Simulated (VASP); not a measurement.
Here is a VASP 6.6.1 calculation.

Contents of INCAR:

```
PREC = Accurate
ENCUT = 600
EDIFF = 1E-6
ISMEAR = 0
SIGMA = 0.1
LREAL = F
LASPH = T
NELM = 60
ALGO = Normal
ISIF = 3
LWAVE = F
LCHARG = F
GGA = PE
IBRION = 2
NSW = 100
EDIFFG = -0.01
```

The input KPOINTS:

```
Automatic mesh
0
Gamma
  30 30 30
```

File POSCAR:

```
C
1.0
    1.7543200466      0.0000000000      0.0000000000
    0.0000000000      1.7543200466      0.0000000000
    0.0000000000      0.0000000000      1.7543200466
C
1
Direct
    0.0000000000      0.0000000000      0.0000000000
```

Potentials or basis: VASP PAW PBE potentials, release 64 (C).

The run is started by

```console
$ cat potpaw_PBE.64/C/POTCAR > POTCAR
$ mpirun -np 1 vasp_std > vasp.out
```

Question: Estimate the relaxed volume.

Answer: 5.60 Å³/atom.

Question: What does it give for the space group after relaxing (to 0.1 Å)?

Answer: Pm-3m (No. 221).

The path:
| step | energy change (eV) | largest force (eV/Å) | pressure (GPa) | volume (Å³) |
| --- | --- | --- | --- | --- |
| 1 | 0.0000 | 0.0000 | 13.22 | 5.40 |
| 2 | -0.0038 | 0.0000 | -8.87 | 5.75 |
| 3 | -0.0081 | 0.0000 | -0.02 | 5.60 |
